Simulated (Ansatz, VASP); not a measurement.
**Two plane-wave programs on C**

```
C
1.0
     2.46474    0.00000    0.00000
    -1.23237    2.13453    0.03735
     0.00000    0.06243    3.56743
C
2
Direct
  0.33333 0.66667 0.00000
  0.66667 0.33333 0.00000
```

Change from the starting cell: strain +0.0350 x Voigt [0, 0, 0, 1, 0, 0], atoms carried along.

Alike in both runs: task single point; functional PBE; dispersion D3(BJ); k mesh 30 × 30 × 18; occupations gaussian, width 0.15 eV; no spin polarisation.

|  | VASP | Ansatz |
| --- | --- | --- |
| version | VASP 6.6.1 | Ansatz 0.2.0 |
| potentials or method | VASP PAW PBE potentials, release 64 (C), cutoff 520 eV | scalar-relativistic, plane waves, PAW |
| valence electrons in the cell | 8 | 8 |

|  | VASP | Ansatz | Ansatz less VASP |
| --- | --- | --- | --- |
| gap on the k mesh at the Fermi level (eV) | none | none | - |
| pressure (GPa) | 0.4 | -0.1 | -0.41 |
| traceless stress, the component that is largest in VASP (GPa) | -0.39 | 0.12 | +0.511 |

A gap of «none» marks a metal or a gap that the smearing closes.
